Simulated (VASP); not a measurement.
# Al2Pt (Fm-3m) in VASP: further runs, part 3 of 3

VASP 6.6.1.

### Step 4. Electric field gradients, LDA (volume scaled by 0.99)

Input file INCAR:

```
PREC = Accurate ; ENCUT = 520
EDIFF = 1E-8 ; ISMEAR = -1
SIGMA = 0.08 ; LREAL = False
LASPH = True ; NELM = 60
ALGO = Normal ; ISIF = 2
LWAVE = False ; LCHARG = False
GGA = CA ; LEFG = True
NBANDS = 15
```

Input file KPOINTS:

```
regular mesh
0
Gamma
  12 12 12
```

Input file POSCAR:

```
Al2Pt
1.0
    0.0000000000      2.9451169830      2.9451169830
    2.9451169830      0.0000000000      2.9451169830
    2.9451169830      2.9451169830      0.0000000000
Al Pt
2 1
Direct
    0.2500000000      0.2500000000      0.2500000000
    0.7500000000      0.7500000000      0.7500000000
    0.0000000000      0.0000000000      0.0000000000
```

Potentials or basis: VASP PAW LDA potentials, release 64 (Al, Pt).

Command:

```sh
> cat potpaw_LDA.64/Al/POTCAR potpaw_LDA.64/Pt/POTCAR > POTCAR
> mpirun -np 1 vasp_std > vasp.out
```

OUTCAR:

```text
PREC = Accurate
   ENCUT = 520
   EDIFF = 1E-8
   ISMEAR = -1
   LREAL = False
   LASPH = True
   NELM = 60
   ISIF = 2
   GGA = CA

 ion  position               nearest neighbor table
   1  0.250  0.250  0.250-   3 2.55   3 2.55   3 2.55   3 2.55   2 2.95   2 2.95   2 2.95   2 2.95
                             2 2.95   2 2.95
   2  0.750  0.750  0.750-   3 2.55   3 2.55   3 2.55   3 2.55   1 2.95   1 2.95   1 2.95   1 2.95
                             1 2.95   1 2.95
   3  0.000  0.000  0.000-   2 2.55   2 2.55   2 2.55   1 2.55   2 2.55   1 2.55   1 2.55   1 2.55

  LATTYP: Found a face centered cubic cell.
 ALAT       =     5.8902339660

  Lattice vectors:

 A1 = (   0.0000000000,   2.9451169830,   2.9451169830)
 A2 = (   2.9451169830,   0.0000000000,   2.9451169830)
 A3 = (   2.9451169830,   2.9451169830,   0.0000000000)

Analysis of symmetry for initial positions (statically):
=====================================================================
 Subroutine PRICEL returns:
 Original cell was already a primitive cell.

 Routine SETGRP: Setting up the symmetry group for a
 face centered cubic supercell.

 Subroutine GETGRP returns: Found 48 space group operations
[... 9 lines left out ...]

 Routine SETGRP: Setting up the symmetry group for a
 face centered cubic supercell.

 Subroutine GETGRP returns: Found 48 space group operations
 (whereof 48 operations were pure point group operations)
 out of a pool of 48 trial point group operations.

The dynamic configuration has the point symmetry O_h .

 Subroutine INISYM returns: Found 48 space group operations
 (whereof 48 operations are pure point group operations),
 and found     1 'primitive' translations

[... 572 lines left out ...]
      7       4.5536      2.00000
      8       7.3358      1.99665
      9       8.4896      0.00065
     10      11.3266      0.00000
     11      13.4982      0.00000
     12      13.8464      0.00000
     13      14.7778      0.00000
     14      16.6509      0.00000
     15      17.0423      0.00000

 [... further k-points ...]
[... 5 lines left out ...]
  --------------------------------------------------------------------------------------
  -------------------------------------------------------------------------------------
  Total       -0.7240090     -0.7240090     -0.7240090     -0.0000000      0.0000000     -0.0000000
  in kB      -22.7047607    -22.7047607    -22.7047607     -0.0000000      0.0000000     -0.0000000
  external PRESSURE =     -22.7047607 kB  Pullay stress =       0.0000000 kB

 VOLUME and BASIS-vectors are now :
 -----------------------------------------------------------------------------
  energy-cutoff  :      520.00
  volume of cell :       51.09
      direct lattice vectors                 reciprocal lattice vectors
     0.000000000  2.945116983  2.945116983    -0.169772543  0.169772543  0.169772543
     2.945116983  0.000000000  2.945116983     0.169772543 -0.169772543  0.169772543
     2.945116983  2.945116983  0.000000000     0.169772543  0.169772543 -0.169772543

 POSITION                                       TOTAL-FORCE (eV/Angst)
 -----------------------------------------------------------------------------------
      1.47256      1.47256      1.47256         0.000000      0.000000      0.000000
      4.41768      4.41768      4.41768        -0.000000     -0.000000      0.000000
      0.00000      0.00000      0.00000        -0.000000      0.000000     -0.000000
 -----------------------------------------------------------------------------------
    total drift:                                0.000000     -0.000000      0.000000

  FREE ENERGIE OF THE ION-ELECTRON SYSTEM (eV)
  ---------------------------------------------------
  free  energy   TOTEN  =       -18.6036193149 eV

  energy  without entropy=      -18.5782182177  energy(sigma->0) =      -18.59091877

 Electric field gradients (V/A^2)
---------------------------------------------------------------------
 ion       V_xx      V_yy      V_zz      V_xy      V_xz      V_yz
---------------------------------------------------------------------
   1       0.000     0.000    -0.000     0.000     0.000     0.000
   2       0.000     0.000    -0.000     0.000     0.000     0.000
   3      -0.000     0.000    -0.000     0.000     0.000     0.000
---------------------------------------------------------------------

 Electric field gradients after diagonalization (V/A^2)
 (convention: |V_zz| > |V_xx| > |V_yy|)
----------------------------------------------------------------------
 ion       V_xx      V_yy      V_zz     asymmetry (V_yy - V_xx)/ V_zz
----------------------------------------------------------------------
   1      -0.000    -0.000     0.000       0.000
   2      -0.000    -0.000     0.000       0.000
   3      -0.000    -0.000     0.001       0.000
----------------------------------------------------------------------

           NMR quadrupolar parameters

 Cq : quadrupolar parameter    Cq=e*Q*V_zz/h
 eta: asymmetry parameters     (V_yy - V_xx)/ V_zz
 Q  : nuclear electric quadrupole moment in mb (millibarn)
----------------------------------------------------------------------
 ion       Cq(MHz)       eta       Q (mb)
----------------------------------------------------------------------
   1       0.000       0.000       1.000
   2       0.000       0.000       1.000
   3       0.000       0.000       1.000
----------------------------------------------------------------------
```

stdout:

```text
POSCAR found type information on POSCAR AlPt
 POSCAR found :  2 types and       3 ions
 scaLAPACK will be used
 LDA part: xc-table for (Slater(with rela. corr.)+CA(PZ))
 , standard interpolation
 POSCAR, INCAR and KPOINTS ok, starting setup
 FFT: planning ... GRIDC
 FFT: planning ... GRID_SOFT
 FFT: planning ... GRID
 WAVECAR not read
 entering main loop
ion   1

ion   2

ion   3
```

Run time: 24 s. Hardware: 1 thread of Intel Xeon Platinum 8559C (Emerald Rapids), shared host; peak memory 0.18 GiB.

Results:

* Free energy: -18.6036 eV
* Pressure: -2.3 GPa
* Band gap on the k mesh: zero (band 8 reaches 11.66 eV, above the bottom of band 9 at 6.22 eV)

Caveat: without QUAD_EFG the Cq values of the log hold for a quadrupole moment of 1 mb, not for the nuclei; spin-orbit coupling is left out, which moves the levels of the heavy elements.

### Step 5. Electric field gradients, LDA (volume scaled by 1.02)

Input file INCAR:

```
  PREC = Accurate
  ENCUT = 520
  EDIFF = 1E-8
  ISMEAR = -1
  SIGMA = 0.08
  LREAL = False
  LASPH = True
  NELM = 60
  ALGO = Normal
  ISIF = 2
  LWAVE = False
  LCHARG = False
  GGA = CA
  LEFG = True
  NBANDS = 15
```

KPOINTS is that of step 4.

Input file POSCAR:

```
Al2Pt
1.0
    0.0000000000      2.9745701068      2.9745701068
    2.9745701068      0.0000000000      2.9745701068
    2.9745701068      2.9745701068      0.0000000000
Al Pt
2 1
Direct
    0.2500000000      0.2500000000      0.2500000000
    0.7500000000      0.7500000000      0.7500000000
    0.0000000000      0.0000000000      0.0000000000
```

Potentials or basis: VASP PAW LDA potentials, release 64 (Al, Pt).

Command:

```sh
> cat potpaw_LDA.64/Al/POTCAR potpaw_LDA.64/Pt/POTCAR > POTCAR
> mpirun -np 1 vasp_std > vasp.out
```

OUTCAR:

```text
PREC = Accurate
   ENCUT = 520
   EDIFF = 1E-8
   ISMEAR = -1
   LREAL = False
   LASPH = True
   NELM = 60
   ISIF = 2
   GGA = CA

 ion  position               nearest neighbor table
   1  0.250  0.250  0.250-   3 2.58   3 2.58   3 2.58   3 2.58   2 2.97   2 2.97   2 2.97   2 2.97
                             2 2.97   2 2.97
   2  0.750  0.750  0.750-   3 2.58   3 2.58   3 2.58   3 2.58   1 2.97   1 2.97   1 2.97   1 2.97
                             1 2.97   1 2.97
   3  0.000  0.000  0.000-   2 2.58   2 2.58   2 2.58   1 2.58   2 2.58   1 2.58   1 2.58   1 2.58

  LATTYP: Found a face centered cubic cell.
 ALAT       =     5.9491402136

[... 654 lines left out ...]

 Electric field gradients (V/A^2)
---------------------------------------------------------------------
 ion       V_xx      V_yy      V_zz      V_xy      V_xz      V_yz
---------------------------------------------------------------------
   1      -0.000     0.000    -0.000     0.000     0.000     0.000
   2      -0.000     0.000     0.000     0.000     0.000     0.000
   3       0.000    -0.000     0.000     0.000     0.000     0.000
---------------------------------------------------------------------

 Electric field gradients after diagonalization (V/A^2)
 (convention: |V_zz| > |V_xx| > |V_yy|)
----------------------------------------------------------------------
 ion       V_xx      V_yy      V_zz     asymmetry (V_yy - V_xx)/ V_zz
----------------------------------------------------------------------
   1      -0.000    -0.000     0.000       0.000
   2      -0.000    -0.000     0.000       0.000
   3      -0.000    -0.000     0.001       0.000
----------------------------------------------------------------------

           NMR quadrupolar parameters

 Cq : quadrupolar parameter    Cq=e*Q*V_zz/h
 eta: asymmetry parameters     (V_yy - V_xx)/ V_zz
 Q  : nuclear electric quadrupole moment in mb (millibarn)
----------------------------------------------------------------------
 ion       Cq(MHz)       eta       Q (mb)
----------------------------------------------------------------------
   1       0.000       0.000       1.000
   2       0.000       0.000       1.000
   3       0.000       0.000       1.000
----------------------------------------------------------------------
```

Run time: 25 s. Hardware: 1 thread of Intel Xeon Platinum 8559C (Emerald Rapids), shared host; peak memory 0.19 GiB.

Results:

- Free energy: -18.5634 eV
- Pressure: -6.0 GPa
- Band gap on the k mesh: zero (band 8 reaches 11.29 eV, above the bottom of band 9 at 5.93 eV)

Caveat: without QUAD_EFG the Cq values of the log hold for a quadrupole moment of 1 mb, not for the nuclei; spin-orbit coupling is left out, which moves the levels of the heavy elements.

### Step 6. Overview

| cell | gap on the mesh (eV) | pressure (GPa) |
| --- | --- | --- |
| a = 4.123 Å, angles 60.0°, 3 atoms | none | 2.2 |
| a = 4.165 Å, angles 60.0°, 3 atoms | none | -2.3 |
| a = 4.207 Å, angles 60.0°, 3 atoms | none | -6.0 |

Alike in all rows: task electric field gradients; level LDA; potentials or basis VASP PAW LDA potentials, release 64 (Al, Pt); no spin polarisation; k mesh 12 × 12 × 12; cutoff (eV) 520; smearing fermi-dirac 0.08 eV.

Caveats: spin-orbit coupling is left out, which moves the levels of the heavy elements.

Total energies depend on the potentials used, so only differences within one code and one set of settings carry meaning.
